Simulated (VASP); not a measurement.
# MgO2 (R-3m) in VASP: notebook

The runs below take MgO2 through single point, with r2SCAN.

Program: VASP 6.6.1. These are calculated values, not measurements. Logs are shortened: lines on timing, memory, paths and dates and some standing lists are left out, and cuts for length are marked.

### 1 The cell of the first run

It takes space group R-3m (No. 166, trigonal). Conventional cell: a = 3.210 Å, b = 3.210 Å, c = 10.901 Å, α = 90.00°, β = 90.00°, γ = 120.00°. Within 2.8 Å of Mg (site symmetry -3m) lie 6 O at 2.13 Å. O (site symmetry 3m) has 1 O at 1.55 Å and 3 Mg at 2.13 Å within 2.2 Å.

### 2 Single point, r2SCAN (strain +0.000 along x and y, +0.040 along z)

Contents of POSCAR:

```
MgO2
1.0
    1.6047610160      0.9265092046      3.6337380299
   -1.6047610160      0.9265092046      3.6337380299
    0.0000000000     -1.8530184092      3.6337380299
Mg O
1 2
Direct
    0.0000000000      0.0000000000      0.0000000000
    0.4287860000      0.4287860000      0.4287860000
    0.5712140000      0.5712140000      0.5712140000
```

Contents of INCAR.step1:

```
SYSTEM = MgO2
PREC = Accurate
ENCUT = 520
ISMEAR = 0
SIGMA = 0.05
LREAL = .FALSE.
LASPH = .TRUE.
NELM = 100
NBANDS = 14
GGA = PE
ALGO = Normal
EDIFF = 1E-4
LWAVE = .TRUE.
LCHARG = .FALSE.
```

Contents of INCAR.step2:

```
SYSTEM = MgO2
PREC = Accurate
ENCUT = 520
EDIFF = 1E-6
ISMEAR = 0
SIGMA = 0.05
LREAL = .FALSE.
LASPH = .TRUE.
NELM = 100
ALGO = Normal
ISIF = 2
LWAVE = .FALSE.
LCHARG = .FALSE.
METAGGA = R2SCAN
LMIXTAU = .TRUE.
NBANDS = 14
ISTART = 1
```

Contents of KPOINTS:

```
Automatic mesh
0
G
  12 12 12
  0 0 0
```

Potentials or basis: VASP PAW PBE potentials, release 64 (Mg, O).

Command:

```sh
$ cat potpaw_PBE.64/Mg/POTCAR potpaw_PBE.64/O/POTCAR > POTCAR
$ cp INCAR.step1 INCAR
$ mpirun -np 1 vasp_std > vasp.out
$ cp INCAR.step2 INCAR
$ mpirun -np 1 vasp_std > vasp.out
```

OUTCAR:

```text
SYSTEM = MgO2
   PREC = Accurate
   ENCUT = 520
   EDIFF = 1E-6
   ISMEAR = 0
   LREAL = .FALSE.
   LASPH = .TRUE.
   NELM = 100
   ISIF = 2
   METAGGA = R2SCAN
   ISTART = 1

 ion  position               nearest neighbor table
   1  0.000  0.000  0.000-   3 2.13   3 2.13   2 2.13   2 2.13   3 2.13   2 2.13
   2  0.429  0.429  0.429-   3 1.55   1 2.13   1 2.13   1 2.13
   3  0.571  0.571  0.571-   2 1.55   1 2.13   1 2.13   1 2.13

  LATTYP: Found a trigonal (rhomboedric) cell.
 ALAT       =     4.0789372752
 COS(alpha) =     0.6904315640

  Lattice vectors:

 A1 = (   1.6047610160,   0.9265092046,   3.6337380299)
 A2 = (  -1.6047610160,   0.9265092046,   3.6337380299)
 A3 = (   0.0000000000,  -1.8530184092,   3.6337380299)

Analysis of symmetry for initial positions (statically):
=====================================================================
 Subroutine PRICEL returns:
 Original cell was already a primitive cell.

 Routine SETGRP: Setting up the symmetry group for a
 trigonal (rhombohedral) supercell.

 Subroutine GETGRP returns: Found 12 space group operations
 (whereof 12 operations were pure point group operations)
 out of a pool of 12 trial point group operations.

The static configuration has the point symmetry D_3d.

Analysis of symmetry for dynamics (positions and initial velocities):
=====================================================================
 Subroutine PRICEL returns:
 Original cell was already a primitive cell.

 Routine SETGRP: Setting up the symmetry group for a
 trigonal (rhombohedral) supercell.

 Subroutine GETGRP returns: Found 12 space group operations
 (whereof 12 operations were pure point group operations)
 out of a pool of 12 trial point group operations.

The dynamic configuration has the point symmetry D_3d.

 Subroutine INISYM returns: Found 12 space group operations
 (whereof 12 operations are pure point group operations),
 and found     1 'primitive' translations

----------------------------------------------------------------------------------------

                                     Primitive cell

  volume of cell :      32.4164

  direct lattice vectors                    reciprocal lattice vectors
     1.604761016  0.926509205  3.633738030     0.311572873  0.179886682  0.091732902
    -1.604761016  0.926509205  3.633738030    -0.311572873  0.179886682  0.091732902
     0.000000000 -1.853018409  3.633738030     0.000000000 -0.359773364  0.091732902

  length of vectors
[... 97 lines left out ...]
   EMIN   =  10.00;   EMAX   =-10.00  energy-range for DOS
   EFERMI =   0.00;   METHOD = LEGACY
   ISMEAR =     0;   SIGMA  =   0.05  broadening in eV -4-tet -1-fermi 0-gaus
   EFERMI_NEDOS =   21; number of points for ismear=-14 and -15
   IALGO  =     38    algorithm
   IMIX   =      4    mixing-type and parameters
     AMIX     =   0.40;   BMIX     =  1.00
     AMIX_MAG =   1.60;   BMIX_MAG =  1.00
  volume/ion in A,a.u.               =      10.81        72.92
  Fermi-wavevector in a.u.,A,eV,Ry     =   1.237454  2.338450 20.834510  1.531293
  Thomas-Fermi vector in A             =   2.372021
   LORBIT       =      0    0 simple, 1 ext, 2 COOP (PROOUT), +10 PAW based schemes
   METAGGA = R2SCAN    functional components
   LHFCALC =     F    Hartree Fock is set to
   AEXX    =    0.0000 exact exchange contribution
   IVDW    =     0    specifies the selected vdW correction
   LEPSILON=     F    determine dielectric tensor
   LRPA    =     F    only Hartree local field effects (RPA)
 non-spin polarized calculation
 Gauss-broadening in eV      SIGMA  =   0.05
  energy-cutoff  :      520.00
  volume of cell :       32.42
 maximum number of plane-waves:       886
   NGX = 15   NGY = 15   NGZ = 15

 number of electron      13.9999999 magnetization

 Free energy of the ion-electron system (eV)
  ---------------------------------------------------
  ext. energy  EPLUGINS =         0.00000000
  ---------------------------------------------------
  free energy    TOTEN  =       -21.43651850 eV

  energy without entropy =      -21.43651850  energy(sigma->0) =      -21.43651850

 E-fermi :   1.9912     XC(G=0): -10.5731

 val. band max:        1.6896463061   @ k =   0.5000   0.5000   0.5000
 cond. band min:       3.8216188427   @ k =   0.5000   0.5000   0.5000
 fundamental gap:      2.1319725366
 Fermi energy:         1.9912093402

 k-point     1 :       0.0000    0.0000    0.0000
  band No.  band energies     occupation
      1     -19.7500      2.00000
      2     -13.9043      2.00000
      3      -5.3505      2.00000
      4      -1.2102      2.00000
      5      -1.2102      2.00000
      6       0.9803      2.00000
      7       0.9803      2.00000
      8       6.6086      0.00000
      9       7.2251      0.00000
     10      14.2759      0.00000
     11      16.2430      0.00000
     12      17.8704      0.00000
     13      17.8704      0.00000
     14      19.4134      0.00000
[... 377 lines left out ...]
      1     -19.2086      2.00000
      2     -14.1440      2.00000
      3      -4.4019      2.00000
      4      -3.5383      2.00000
      5      -1.9604      2.00000
      6       0.3216      2.00000
      7       0.4917      2.00000
      8       5.8202      0.00000
      9      12.0337      0.00000
     10      13.0646      0.00000
     11      15.1263      0.00000
     12      16.7474      0.00000
     13      16.8847      0.00000
     14      20.0372      0.00000

 [... further k-points ...]

------------------------ aborting loop because EDIFF is reached ----------------------------------------

  FORCE on cell =-STRESS in cart. coord.  units (eV):
  Direction    XX          YY          ZZ          XY          YZ          ZX
  --------------------------------------------------------------------------------------
  -------------------------------------------------------------------------------------
  Total       -1.2624363     -1.2624363     -4.7704909      0.0000000      0.0000000      0.0000000
  in kB      -62.3957605    -62.3957605   -235.7809365      0.0000000      0.0000000      0.0000000
  external PRESSURE =    -120.1908192 kB  Pullay stress =       0.0000000 kB

 VOLUME and BASIS-vectors are now :
 -----------------------------------------------------------------------------
  energy-cutoff  :      520.00
  volume of cell :       32.42
      direct lattice vectors                 reciprocal lattice vectors
     1.604761016  0.926509205  3.633738030     0.311572873  0.179886682  0.091732902
    -1.604761016  0.926509205  3.633738030    -0.311572873  0.179886682  0.091732902
     0.000000000 -1.853018409  3.633738030     0.000000000 -0.359773364  0.091732902

 POSITION                                       TOTAL-FORCE (eV/Angst)
 -----------------------------------------------------------------------------------
      0.00000      0.00000      0.00000        -0.000000     -0.000000      0.000000
      0.00000      0.00000      4.67429         0.000000     -0.000000      0.832424
      0.00000      0.00000      6.22693         0.000000      0.000000     -0.832424
 -----------------------------------------------------------------------------------
    total drift:                                0.000000     -0.000000      0.000000

  FREE ENERGIE OF THE ION-ELECTRON SYSTEM (eV)
  ---------------------------------------------------
  free  energy   TOTEN  =       -21.4365184969 eV

  energy  without entropy=      -21.4365184969  energy(sigma->0) =      -21.43651850
```

Run time: 4.1 min. Hardware: 1 thread of AMD EPYC 9R45 (Zen 5), shared host; peak memory 0.2 GiB.

Results:

- Free energy: -21.4365 eV
- Pressure: -12.0 GPa
- Largest force: 0.832 eV/Å
- Band gap on the k mesh: 2.13 eV

Forces on the atoms (eV/Å):
```
Mg   0.000  0.000  0.000
O    0.000  0.000  0.832
O    0.000  0.000 -0.832
```

Caveat: the cell differs from its parent crystal (strain +0.000 along x and y, +0.040 along z); the cell stands under tension; the PAW data sets were made with another functional, which shifts forces and pressure a little. A k mesh can miss the band edges.

### 3 Single point, r2SCAN (strain +0.080 along x and y, -0.080 along z)

Contents of POSCAR:

```
MgO2
1.0
    1.7331418973      1.0006299410      3.2144605649
   -1.7331418973      1.0006299410      3.2144605649
    0.0000000000     -2.0012598819      3.2144605649
Mg O
1 2
Direct
    0.0000000000      0.0000000000      0.0000000000
    0.4287860000      0.4287860000      0.4287860000
    0.5712140000      0.5712140000      0.5712140000
```

Contents of INCAR.step1:

```
PREC     = Accurate       # precision mode
ENCUT    = 520            # plane-wave cutoff, eV
ISMEAR   = 0              # smearing method
SIGMA    = 0.05           # smearing width, eV
LREAL    = False          # projectors in reciprocal space
LASPH    = True           # aspherical terms in the spheres
NELM     = 60             # most SCF steps
NBANDS   = 14             # bands
GGA      = PE             # functional
ALGO     = Normal         # electronic algorithm
EDIFF    = 1E-4           # SCF threshold, eV
LWAVE    = True           # write WAVECAR
LCHARG   = False          # write CHGCAR
```

Contents of INCAR.step2:

```
PREC     = Accurate       # precision mode
ENCUT    = 520            # plane-wave cutoff, eV
EDIFF    = 1E-6           # SCF threshold, eV
ISMEAR   = 0              # smearing method
SIGMA    = 0.05           # smearing width, eV
LREAL    = False          # projectors in reciprocal space
LASPH    = True           # aspherical terms in the spheres
NELM     = 60             # most SCF steps
ALGO     = Normal         # electronic algorithm
ISIF     = 2              # what is computed and relaxed
LWAVE    = False          # write WAVECAR
LCHARG   = False          # write CHGCAR
METAGGA  = R2SCAN         # meta-GGA
LMIXTAU  = True         
NBANDS   = 14             # bands
ISTART   = 1
```

Contents of KPOINTS:

```
regular mesh
0
Gamma
  12 12 12
```

Potentials or basis: VASP PAW PBE potentials, release 64 (Mg, O).

Command:

```sh
$ cat potpaw_PBE.64/Mg/POTCAR potpaw_PBE.64/O/POTCAR > POTCAR
$ cp INCAR.step1 INCAR
$ mpirun -np 1 vasp_std > vasp.out
$ cp INCAR.step2 INCAR
$ mpirun -np 1 vasp_std > vasp.out
```

OUTCAR:

```text
PREC = Accurate
   ENCUT = 520
   EDIFF = 1E-6
   ISMEAR = 0
   LREAL = False
   LASPH = True
   NELM = 60
   ISIF = 2
   METAGGA = R2SCAN
   ISTART = 1

 ion  position               nearest neighbor table
   1  0.000  0.000  0.000-   3 2.20   3 2.20   2 2.20   2 2.20   3 2.20   2 2.20
   2  0.429  0.429  0.429-   3 1.37   1 2.20   1 2.20   1 2.20
   3  0.571  0.571  0.571-   2 1.37   1 2.20   1 2.20   1 2.20

  LATTYP: Found a trigonal (rhomboedric) cell.
[... 603 lines left out ...]

  FORCE on cell =-STRESS in cart. coord.  units (eV):
  Direction    XX          YY          ZZ          XY          YZ          ZX
  --------------------------------------------------------------------------------------
  -------------------------------------------------------------------------------------
  Total       -4.5301525     -4.5301525      7.7977315      0.0000000      0.0000000      0.0000000
  in kB     -216.9983528   -216.9983528    373.5183073      0.0000000      0.0000000      0.0000000
  external PRESSURE =     -20.1594661 kB  Pullay stress =       0.0000000 kB

 VOLUME and BASIS-vectors are now :
 -----------------------------------------------------------------------------
  energy-cutoff  :      520.00
  volume of cell :       33.45
      direct lattice vectors                 reciprocal lattice vectors
     1.733141897  1.000629941  3.214460565     0.288493401  0.166561743  0.103698063
    -1.733141897  1.000629941  3.214460565    -0.288493401  0.166561743  0.103698063
     0.000000000 -2.001259882  3.214460565     0.000000000 -0.333123485  0.103698063

 POSITION                                       TOTAL-FORCE (eV/Angst)
 -----------------------------------------------------------------------------------
      0.00000      0.00000      0.00000        -0.000000     -0.000000     -0.000000
      0.00000      0.00000      4.13495         0.000000     -0.000000     -4.526773
      0.00000      0.00000      5.50843         0.000000      0.000000      4.526773
 -----------------------------------------------------------------------------------
    total drift:                               -0.000000      0.000000      0.000000

  FREE ENERGIE OF THE ION-ELECTRON SYSTEM (eV)
  ---------------------------------------------------
  free  energy   TOTEN  =       -20.8295203049 eV

  energy  without entropy=      -20.8295203049  energy(sigma->0) =      -20.82952030
```

OUTCAR.step1:

```text
PREC = Accurate
   ENCUT = 520
   ISMEAR = 0
   LREAL = False
   LASPH = True
[... 633 lines left out ...]
      0.00000      0.00000      0.00000         0.000000     -0.000000     -0.000000
      0.00000      0.00000      4.13495         0.000000     -0.000000     -4.486926
      0.00000      0.00000      5.50843         0.000000      0.000000      4.486926
 -----------------------------------------------------------------------------------
    total drift:                               -0.000000      0.000000      0.000000

  FREE ENERGIE OF THE ION-ELECTRON SYSTEM (eV)
  ---------------------------------------------------
  free  energy   TOTEN  =       -15.7352671127 eV

  energy  without entropy=      -15.7352671127  energy(sigma->0) =      -15.73526711
```

Wall time 3.5 min (1 thread of AMD EPYC 9R45 (Zen 5), shared host); peak memory 0.2 GiB.

What came out:

```
Free energy            : -20.8295 eV
Pressure               : -2.0 GPa
Largest force          : 4.527 eV/Å
Band gap on the k mesh : 2.73 eV (least direct gap 3.13 eV)
```

Forces in eV/Å, atoms in the order of the input:
```
Mg   0.000  0.000  0.000
O    0.000  0.000 -4.527
O    0.000  0.000  4.527
```

Stress tensor (GPa, compression positive):
```
-21.70   0.00   0.00
  0.00 -21.70   0.00
  0.00   0.00  37.35
```

Levels at points of the mesh, in eV from the valence-band top:
```csv
k point,band 5,band 6,band 7,band 8,band 9,band 10
"(0.00, 0.00, 0.00)",-4.93,-1.08,-1.08,3.16,6.88,13.13
"(0.50, 0.00, 0.00)",-5.08,-1.55,-0.69,6.23,7.32,8.41
"(0.50, 0.50, 0.00)",-5.92,-1.98,0.00,5.80,6.21,9.25
"(0.50, 0.50, 0.50)",-5.50,-0.11,-0.11,3.49,4.57,9.86
```

Caveat: the cell differs from its parent crystal (strain +0.080 along x and y, -0.080 along z); the PAW data sets were made with another functional, which shifts forces and pressure a little. A k mesh can miss the band edges.

(Continued in part 2 of 2.)
